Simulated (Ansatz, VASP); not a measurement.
Given: the input of a run of Ansatz 0.2.0 on Cu.

input.yaml

```yaml
crystal:
  lattice:
    - [0.0, 1.7706018915, 1.7706018915]
    - [1.7706018915, 0.0, 1.7706018915]
    - [1.7706018915, 1.7706018915, 0.0]
  atoms:
    - { symbol: Cu, position: [0.0, 0.0, 0.0] }
hamiltonian:
  xc: revpbe
  pseudopotentials: { kind: paw }
  dispersion: d4
kpoints:
  mp_grid: { grid: [13, 13, 13] }
scf:
  occupations: { method: fermi_dirac, width: 0.05 }
output:
  forces: true
  stress: true
  eigenvalues: true
```

Potentials or basis: Ansatz PAW.

Command:

```sh
$ ansatz run input.yaml --threads 2 --pin off --max-ram 5120MiB --backend cpu --events-out ev --progress --plain --runs-dir out
```

**Question.** Translate it to VASP 6.6.1. Potentials there: VASP PAW PBE potentials, release 64 (Cu).

**Answer.** As run (the cutoff follows the program's own potentials):

INCAR

```
PREC = Accurate ; ENCUT = 600
EDIFF = 1E-6 ; ISMEAR = -1
SIGMA = 0.05 ; LREAL = F
LASPH = T ; NELM = 120
ALGO = Normal ; ISIF = 2
LWAVE = F ; LCHARG = T
GGA = RE ; IVDW = 13
LELF = T ; LVHAR = T
NBANDS = 12 ; GGA_COMPAT = F
```

The input KPOINTS:

```
regular mesh
0
Gamma
  13 13 13
```

File POSCAR:

```
Cu
1.0
    0.0000000000      1.7706018915      1.7706018915
    1.7706018915      0.0000000000      1.7706018915
    1.7706018915      1.7706018915      0.0000000000
Cu
1
Direct
    0.0000000000      0.0000000000      0.0000000000
```

Potentials or basis: VASP PAW PBE potentials, release 64 (Cu).

Command:

```sh
$ cat potpaw_PBE.64/Cu/POTCAR > POTCAR
$ mpirun -np 1 vasp_std > vasp.out
```

Both were run:

|  | VASP | Ansatz | Ansatz less VASP |
| --- | --- | --- | --- |
| gap on the k mesh at the Fermi level (eV) | none | none | - |
| pressure (GPa) | 2.6 | 1.9 | -0.69 |

VASP's potentials were made for PBE, not for revPBE. A gap of «none» marks a metal or a gap that the smearing closes. VASP's potentials hold 11 valence electrons a cell and Ansatz's 19, so a difference there can come from the potentials and not from the codes.
